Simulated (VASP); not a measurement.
# Si16N (a cell with a defect) in VASP: notebook

The runs below take Si16N (a cell with a defect) through single point, with LDA.

Everything below comes from runs of VASP 6.6.1. Logs are shortened: lines on timing, memory, paths and dates and some standing lists are left out, and cuts for length are marked.

### 1 The cell of the first run

The cell holds a defect, 17 atoms: a = 7.679 Å, b = 7.679 Å, c = 7.679 Å, α = 60.00°, β = 60.00°, γ = 60.00°.

### 2 Single point, LDA, collinear spin, ferromagnetic start

INCAR

```
SYSTEM = Si16N
PREC = Accurate
ENCUT = 520
EDIFF = 1E-6
ISMEAR = -1
SIGMA = 0.02
LREAL = Auto
LASPH = .True.
NELM = 150
ALGO = Normal
ISIF = 2
LWAVE = .False.
LCHARG = .True.
ISPIN = 2
MAGMOM = 0 0 0 0 0 0 0 0 0 0 0 0 0 0 0 0 1
LORBIT = 11
GGA = CA
LELF = .True.
LVHAR = .True.
NBANDS = 52
```

KPOINTS

```
Automatic mesh
0
Gamma
  2 2 2
  0 0 0
```

POSCAR

```
Si16N
1.0
    0.0000000000      5.4300000000      5.4300000000
    5.4300000000      0.0000000000      5.4300000000
    5.4300000000      5.4300000000      0.0000000000
Si N
16 1
Direct
    0.0386372007     -0.0383793738      0.0439779006
    0.1263627993      0.0976151013      0.1846869245
   -0.0178176796     -0.0083517495      0.5794198895
    0.1274861878      0.0997882136      0.6727532228
    0.0063720074      0.4584346225     -0.0801289134
    0.0670810313      0.4964364641      0.1595488029
    0.0115469613      0.4653406998      0.5068692449
    0.1893646409      0.6103591160      0.5947053407
    0.5134162063      0.0119981584      0.0441160221
    0.5909116022      0.2318692449      0.0849079190
    0.5418416206      0.0773480663      0.4538305709
    0.6512891344      0.1795027624      0.6527255985
    0.4494843462      0.5621178637     -0.0717863720
    0.6344659300      0.6301565378      0.0860313076
    0.5519521179      0.5262983425      0.4552117864
    0.6286095764      0.7328821363      0.5447790055
    0.1979650092      0.6584622468      1.0882596685
```

Potentials or basis: VASP PAW LDA potentials, release 64 (Si, N).

Started as:

```bash
> cat potpaw_LDA.64/Si/POTCAR potpaw_LDA.64/N/POTCAR > POTCAR
> mpirun -np 1 vasp_std > vasp.out
```

OUTCAR:

```text
SYSTEM = Si16N
   PREC = Accurate
   ENCUT = 520
   EDIFF = 1E-6
   ISMEAR = -1
   LREAL = Auto
   LASPH = .True.
   NELM = 150
   ISIF = 2
   ISPIN = 2
   LORBIT = 11
   GGA = CA

 ion  position               nearest neighbor table
   1  0.039  0.962  0.044-  17 1.95   2 2.30   4 2.34  10 2.94   6 3.14
   2  0.126  0.098  0.185-   1 2.30   9 2.45   3 2.48   5 2.52   6 2.78
   3  0.982  0.992  0.579-  12 2.14   4 2.18   2 2.48   8 2.51
   4  0.127  0.100  0.673-   3 2.18   7 2.31   1 2.34  11 2.72
   5  0.006  0.458  0.920-   8 2.19   6 2.29  14 2.41   2 2.52   7 3.13
   6  0.067  0.496  0.160-  17 1.70   5 2.29   7 2.38  13 2.72   2 2.78   1 3.14
   7  0.012  0.465  0.507-   4 2.31   6 2.38  16 2.58   8 2.60   5 3.13
   8  0.189  0.610  0.595-   5 2.19  15 2.29   3 2.51   7 2.60
   9  0.513  0.012  0.044-  10 2.24   2 2.45  12 2.47  14 2.49
  10  0.591  0.232  0.085-  13 2.14   9 2.24  11 2.37   1 2.94
  11  0.542  0.077  0.454-  16 2.19  10 2.37  12 2.61   4 2.72
  12  0.651  0.180  0.653-   3 2.14  15 2.25   9 2.47  11 2.61
  13  0.449  0.562  0.928-  17 1.70  10 2.14  16 2.48  14 2.62   6 2.72
  14  0.634  0.630  0.086-  15 2.35   5 2.41   9 2.49  13 2.62
  15  0.552  0.526  0.455-  12 2.25   8 2.29  14 2.35  16 2.40
  16  0.629  0.733  0.545-  11 2.19  15 2.40  13 2.48   7 2.58
  17  0.198  0.658  0.088-   6 1.70  13 1.70   1 1.95

  LATTYP: Found a face centered cubic cell.
 ALAT       =    10.8600000000

  Lattice vectors:

 A1 = (   0.0000000000,   5.4300000000,   5.4300000000)
 A2 = (   5.4300000000,   0.0000000000,   5.4300000000)
 A3 = (   5.4300000000,   5.4300000000,   0.0000000000)

Analysis of symmetry for initial positions (statically):
=====================================================================
 Subroutine PRICEL returns:
 Original cell was already a primitive cell.

 Routine SETGRP: Setting up the symmetry group for a
 face centered cubic supercell.

 Subroutine GETGRP returns: Found  1 space group operations
 (whereof  1 operations were pure point group operations)
 out of a pool of 48 trial point group operations.

The static configuration has the point symmetry C_1 .

Analysis of symmetry for dynamics (positions and initial velocities):
=====================================================================
 Subroutine PRICEL returns:
 Original cell was already a primitive cell.

 Routine SETGRP: Setting up the symmetry group for a
 face centered cubic supercell.

 Subroutine GETGRP returns: Found  1 space group operations
 (whereof  1 operations were pure point group operations)
 out of a pool of 48 trial point group operations.

The dynamic configuration has the point symmetry C_1 .

Analysis of structural, dynamic, and magnetic symmetry:
=====================================================================
[... 172 lines left out ...]

 E-fermi :   6.2842     XC(G=0):  -9.8119

 val. band max:        6.2682244097   @ k =   0.0000   0.5000   0.0000
 cond. band min:       6.2961102011   @ k =   0.0000   0.0000   0.0000
 fundamental gap:      0.0278857914
 Fermi energy:         6.2842140477

 spin component 1

 k-point     1 :       0.0000    0.0000    0.0000
  band No.  band energies     occupation
      1     -10.5896      1.00000
      2      -5.8259      1.00000
      3      -4.1212      1.00000
      4      -3.8313      1.00000
      5      -3.5312      1.00000
      6      -3.1833      1.00000
[... 381 lines left out ...]
     45       9.6283      0.00000
     46       9.7696      0.00000
 Fermi energy:         6.2842140477

 spin component 2

 k-point     1 :       0.0000    0.0000    0.0000
  band No.  band energies     occupation
      1     -10.5896      1.00000
      2      -5.8258      1.00000
      3      -4.1212      1.00000
      4      -3.8313      1.00000
      5      -3.5312      1.00000
      6      -3.1833      1.00000
[... 381 lines left out ...]
     45       9.6283      0.00000
     46       9.7696      0.00000
 [bands above 46 left out]

------------------------ aborting loop because EDIFF is reached ----------------------------------------

  FORCE on cell =-STRESS in cart. coord.  units (eV):
  Direction    XX          YY          ZZ          XY          YZ          ZX
  --------------------------------------------------------------------------------------
  -------------------------------------------------------------------------------------
  Total       -4.8709936     -1.9141888      1.9357556     -2.5412432     -0.2854513      0.5930435
  in kB      -24.3724202     -9.5778022      9.6857135    -12.7153208     -1.4282792      2.9673424
  external PRESSURE =      -8.0881696 kB  Pullay stress =       0.0000000 kB

 VOLUME and BASIS-vectors are now :
 -----------------------------------------------------------------------------
  energy-cutoff  :      520.00
  volume of cell :      320.21
      direct lattice vectors                 reciprocal lattice vectors
     0.000000000  5.430000000  5.430000000    -0.092081031  0.092081031  0.092081031
     5.430000000  0.000000000  5.430000000     0.092081031 -0.092081031  0.092081031
     5.430000000  5.430000000  0.000000000     0.092081031  0.092081031 -0.092081031

 POSITION                                       TOTAL-FORCE (eV/Angst)
 -----------------------------------------------------------------------------------
      5.46040      0.44860      5.43140        -0.911753      0.098138     -0.785193
      1.53290      1.68900      1.21620         0.213567      0.298153      0.876885
      8.53090      8.47950     10.71790        -3.875529      0.444921      0.444453
      4.19490      4.34530      1.23410         0.670019      1.666306      2.069793
      7.48420      5.02950      2.52390         0.961994      1.104181     -1.925380
      3.56200      1.23060      3.05990         0.335363      0.422980     -1.205876
[... 9 lines left out ...]
      6.93770      6.37150      7.39290        -1.788021      1.773144     -1.862943
      4.05470      1.55420      4.65040         2.023064     -1.900166      1.520978
 -----------------------------------------------------------------------------------
    total drift:                                0.000940     -0.000741     -0.010314

  FREE ENERGIE OF THE ION-ELECTRON SYSTEM (eV)
  ---------------------------------------------------
  free  energy   TOTEN  =       -97.2677911698 eV

  energy  without entropy=      -97.2584953318  energy(sigma->0) =      -97.26314325

 total charge

# of ion       s       p       d       tot
------------------------------------------
    1        0.792   0.803   0.000   1.594
    2        0.767   0.877   0.000   1.645
    3        0.768   0.973   0.000   1.741
    4        0.775   0.932   0.000   1.707
    5        0.788   0.922   0.000   1.710
    6        0.792   0.887   0.000   1.680
[... 9 lines left out ...]
   16        0.773   0.891   0.000   1.664
   17        1.252   2.560   0.000   3.812
--------------------------------------------------
tot         13.700  16.927   0.000  30.627

 magnetization (x)

# of ion       s       p       d       tot
------------------------------------------
    1       -0.000  -0.000   0.000  -0.000
    2        0.000   0.000   0.000   0.000
    3        0.000   0.000   0.000   0.000
    4        0.000   0.000   0.000   0.000
    5        0.000   0.000   0.000   0.000
    6       -0.000   0.000   0.000   0.000
[... 9 lines left out ...]
   16        0.000   0.000   0.000   0.000
   17        0.000  -0.000   0.000  -0.000
--------------------------------------------------
tot          0.000   0.000   0.000   0.000
```

OSZICAR:

```text
N       E                     dE             d eps       ncg     rms          rms(c)
DAV:   1     0.173334539802E+03    0.17333E+03   -0.26682E+04  1664   0.110E+03
DAV:   2    -0.809459508673E+02   -0.25428E+03   -0.23958E+03  2008   0.171E+02
DAV:   3    -0.101147061574E+03   -0.20201E+02   -0.19734E+02  2160   0.445E+01
DAV:   4    -0.101618048867E+03   -0.47099E+00   -0.46920E+00  2064   0.808E+00
DAV:   5    -0.101628491044E+03   -0.10442E-01   -0.10434E-01  2160   0.119E+00    0.176E+01
DAV:   6    -0.974591714176E+02    0.41693E+01   -0.10508E+01  2264   0.165E+01    0.997E+00
DAV:   7    -0.974488824532E+02    0.10289E-01   -0.58541E+00  1840   0.772E+00    0.500E+00
DAV:   8    -0.973200046031E+02    0.12888E+00   -0.12201E+00  1992   0.424E+00    0.219E+00
DAV:   9    -0.972626924777E+02    0.57312E-01   -0.19528E-01  2312   0.202E+00    0.891E-01
DAV:  10    -0.972706147012E+02   -0.79222E-02   -0.13153E-01  1904   0.110E+00    0.512E-01
DAV:  11    -0.972676127386E+02    0.30020E-02   -0.89932E-03  2520   0.408E-01    0.226E-01
DAV:  12    -0.972678855069E+02   -0.27277E-03   -0.60990E-03  1872   0.259E-01    0.104E-01
DAV:  13    -0.972677786191E+02    0.10689E-03   -0.54257E-04  2432   0.103E-01    0.373E-02
DAV:  14    -0.972677952441E+02   -0.16625E-04   -0.17246E-04  1872   0.455E-02    0.234E-02
DAV:  15    -0.972677907705E+02    0.44736E-05   -0.15373E-05  2352   0.172E-02    0.843E-03
DAV:  16    -0.972677911698E+02   -0.39936E-06   -0.60615E-06  1720   0.860E-03
   1 F= -.97267791E+02 E0= -.97263143E+02  d E =-.929584E-02  mag=     0.0000
```

stdout:

```text
POSCAR found type information on POSCAR SiN
 POSCAR found :  2 types and      17 ions
 scaLAPACK will be used
 LDA part: xc-table for (Slater(with rela. corr.)+CA(PZ))
 , standard interpolation
 POSCAR, INCAR and KPOINTS ok, starting setup
 FFT: planning ... GRIDC
 FFT: planning ... GRID_SOFT
 FFT: planning ... GRID
 WAVECAR not read
 entering main loop
```

It took 9.2 min on 1 thread of Intel Xeon Platinum 8259CL at 2.50GHz (Skylake/Cascade Lake), shared host; peak memory 0.48 GiB.

Results:

```
Free energy                                           : -97.2678 eV
Pressure                                              : -0.8 GPa
Largest force                                         : 3.926 eV/Å
Net moment                                            : 0.00 μB per cell
Valence electrons inside the program's atomic spheres : Si 1.59, 1.65, 1.74, 1.71, 1.68, 1.62, 1.69, 1.66, 1.72, 1.63, 1.70 (each value once); N 3.81
```

Forces in eV/Å, atoms in the order of the input:
```
Si  -0.912  0.098 -0.785
Si   0.214  0.298  0.877
Si  -3.876  0.445  0.444
Si   0.670  1.666  2.070
Si   0.962  1.104 -1.925
Si   0.335  0.423 -1.206
Si   1.044 -0.440  0.330
Si  -0.124 -1.978  0.005
Si  -1.171 -1.153 -0.970
Si  -1.178  3.234 -0.902
Si   2.141 -0.763  0.377
Si   0.650 -1.347 -2.778
Si   0.819 -0.704  3.092
Si  -0.311 -0.375  0.552
Si   0.501 -0.382  1.160
Si  -1.788  1.773 -1.863
N    2.023 -1.900  1.521
```

Stress tensor (GPa, compression positive):
```
-2.44 -1.27  0.30
-1.27 -0.96 -0.14
 0.30 -0.14  0.97
```

Levels at points of the mesh, in eV from the Fermi level:
Spin up:
```
           k point  band 30  band 31  band 32  band 33  band 34  band 35  band 36  band 37  band 38  band 39
(0.00, 0.00, 0.00)    -1.27    -0.96    -0.81    -0.75    -0.54    -0.15     0.01     0.10     0.39     0.47
(0.50, 0.00, 0.00)    -1.72    -1.51    -1.41    -1.04    -0.63     0.18     0.36     0.59     0.70     0.80
(0.00, 0.50, 0.00)    -1.76    -1.15    -0.99    -0.68    -0.22    -0.02     0.15     0.40     0.79     1.17
(0.00, 0.00, 0.50)    -1.46    -1.33    -1.09    -0.94    -0.52    -0.21     0.35     0.50     0.77     1.10
(0.50, 0.50, 0.50)    -1.62    -1.49    -1.36    -0.90    -0.58    -0.04     0.18     0.53     0.85     0.97
(0.50, 0.50, 0.00)    -1.89    -1.57    -1.34    -0.93    -0.58     0.06     0.67     0.90     1.14     1.36
(0.00, 0.50, 0.50)    -1.64    -1.50    -1.44    -1.10    -0.70     0.13     0.71     0.89     1.27     1.45
(0.50, 0.00, 0.50)    -1.92    -1.72    -1.16    -1.10    -0.81     0.47     0.69     0.78     1.21     1.43
```
Spin down:
```csv
k point,band 32,band 33,band 34,band 35,band 36,band 37
"(0.00, 0.00, 0.00)",-0.81,-0.75,-0.54,-0.15,0.01,0.10
"(0.50, 0.00, 0.00)",-1.41,-1.04,-0.63,0.18,0.36,0.59
"(0.00, 0.50, 0.00)",-0.99,-0.68,-0.22,-0.02,0.15,0.40
"(0.00, 0.00, 0.50)",-1.09,-0.94,-0.52,-0.21,0.35,0.50
"(0.50, 0.50, 0.50)",-1.36,-0.90,-0.58,-0.04,0.18,0.53
"(0.50, 0.50, 0.00)",-1.34,-0.93,-0.58,0.06,0.67,0.90
"(0.00, 0.50, 0.50)",-1.44,-1.10,-0.70,0.13,0.71,0.89
"(0.50, 0.00, 0.50)",-1.16,-1.10,-0.81,0.47,0.69,0.78
```

Caveat: the k points lie up to 0.50 Å⁻¹ apart; the atoms stand as in a frame of molecular dynamics.

(Part 1 of 2 ends here.)
